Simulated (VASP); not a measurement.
A run of VASP 6.6.1:

The input INCAR:

```
SYSTEM = Pb
ALGO     = Fast           ! electronic algorithm
EDIFF    = 1E-6           ! SCF threshold, eV
ENCUT    = 520            ! plane-wave cutoff, eV
GGA      = PS             ! functional
ISIF     = 2              ! what is computed and relaxed
ISMEAR   = 0              ! smearing method
LASPH    = .True.         ! aspherical terms in the spheres
LCHARG   = .False.        ! write CHGCAR
LREAL    = .False.        ! projectors in reciprocal space
LWAVE    = .False.        ! write WAVECAR
NBANDS   = 13             ! bands
NELM     = 80             ! most SCF steps
PREC     = Accurate       ! precision mode
SIGMA    = 0.15           ! smearing width, eV
```

The input KPOINTS:

```
k-points
0
Gamma
  16 16 16
  0 0 0
```

The input POSCAR:

```
Pb
1.0
    0.0000000000      2.6673840000      2.4698000000
    2.6673840000      0.0000000000      2.4698000000
    2.6673840000      2.6673840000      0.0000000000
Pb
1
Direct
    0.0000000000      0.0000000000      0.0000000000
```

Potentials or basis: VASP PAW PBE potentials, release 64 (Pb_d).

Launch:

```bash
$ cat potpaw_PBE.64/Pb_d/POTCAR > POTCAR
$ mpirun -np 1 vasp_std > vasp.out
```

Hardware: 1 thread of Intel(R) Xeon(R) 6975P-C (Granite Rapids), with other jobs on the host.

Estimate the wall time of this run.

Run time: 60 s on 1 thread of Intel(R) Xeon(R) 6975P-C (Granite Rapids), on a shared host, peak memory 0.27 GiB. Counts: scf iterations 13, k points 349.
